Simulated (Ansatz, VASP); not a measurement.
# Two plane-wave programs on EuS

```xyz
2
Lattice="0.0000 2.9785 2.9785 2.9785 0.0000 2.9785 2.9785 2.9785 0.0000" Properties=species:S:1:pos:R:3 pbc="T T T"
Eu    0.0000    0.0000    0.0000
S     2.9785    2.9785    2.9785
```

Alike in both runs: task relaxation of cell and atoms; functional PBEsol; k mesh 8 × 8 × 8; occupations fermi-dirac, width 0.05 eV; collinear spin; Hubbard terms Eu f U = 4.0 eV.

```csv
,VASP,Ansatz
version,VASP 6.6.1,Ansatz 0.2.0
potentials or method,"VASP PAW PBE potentials, release 64 (Eu, S)",Ansatz PAW
plane-wave cutoff (eV),600,420
valence electrons in the cell,23,23
```

|  | VASP | Ansatz | Ansatz less VASP |
| --- | --- | --- | --- |
| gap on the k mesh at the Fermi level, each at its own relaxed structure (eV) | none | none | - |
| net moment per atom (μB) | 3.50 | 3.50 | 0.000 |
| size of the moment on the site where the two differ most (μB) | 6.68 | 6.81 | +0.134 |
| relaxed volume (Å³/atom) | 24.82 | 24.91 | +0.094 |
| relaxed length of the cell vector where the two differ most in proportion (Å) | 4.125 | 4.130 | +0.0052 |

VASP's potentials were made for PBE, not for PBEsol. Site moments also hang on the region over which each program counts them. The programs project onto different local orbitals, so the same U acts differently, and such runs can settle in different states. A gap of «none» marks a metal or a gap that the smearing closes.

Neither program's run includes spin-orbit coupling. Noted on Ansatz's run: the magnetic or orbital state may not be the lowest; the plane-wave basis is chosen anew once the cell has moved, so the energies of steps on either side of that aren't comparable.
